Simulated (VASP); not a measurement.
# ZrC: single point with PBEsol

Crystal: ZrC.

```xyz
2
Lattice="0.0000 2.0531 3.0796 2.0531 0.0000 3.0796 2.0531 2.0531 0.0000" Properties=species:S:1:pos:R:3 pbc="T T T"
Zr    2.0531    2.0531    3.0796
C     0.0000    0.0000    0.0000
```

This cell differs from its parent crystal: ratio of the length along z to the lengths across it x 1.5, volume and fractional coordinates fixed.

```
Program             : VASP 6.6.1
Task                : single point
Functional          : PBEsol
Potentials or basis : VASP PAW PBE potentials, release 64 (Zr_sv, C)
Cutoff              : 520 eV
k mesh              : 20 × 20 × 20
Occupations         : gaussian, width 0.15 eV
Spin                : no spin polarisation
```

```
Pressure               : 57.3 GPa
Band gap on the k mesh : zero (bands 8 and 9 overlap by 2.41 eV)
```

Stress tensor (GPa, compression positive):
```
100.16   0.00   0.00
  0.00 100.16   0.00
  0.00   0.00 -28.43
```

Levels at points of the mesh, in eV from the Fermi level:
```csv
k point,band 5,band 6,band 7,band 8,band 9,band 10,band 11,band 12
"(0.00, 0.00, 0.00)",-11.46,-1.61,-1.25,-0.31,1.61,1.61,3.17,3.17
"(0.50, 0.00, 0.00)",-7.17,-5.52,-4.30,-3.71,4.06,4.96,5.02,7.12
"(0.50, 0.50, 0.00)",-10.85,-3.73,-1.86,1.41,1.41,5.19,5.23,5.23
"(0.50, 0.00, 0.50)",-11.01,-1.39,-0.70,0.07,0.95,2.42,3.39,8.60
```

It took 3.9 min on 1 thread of Intel(R) Xeon(R) Platinum 8375C CPU @ 2.90GHz (Ice Lake), with other jobs on the host, peak memory 0.36 GiB.

Caveat: the cell stands under pressure; the PAW data sets were made with another functional, which shifts forces and pressure a little.
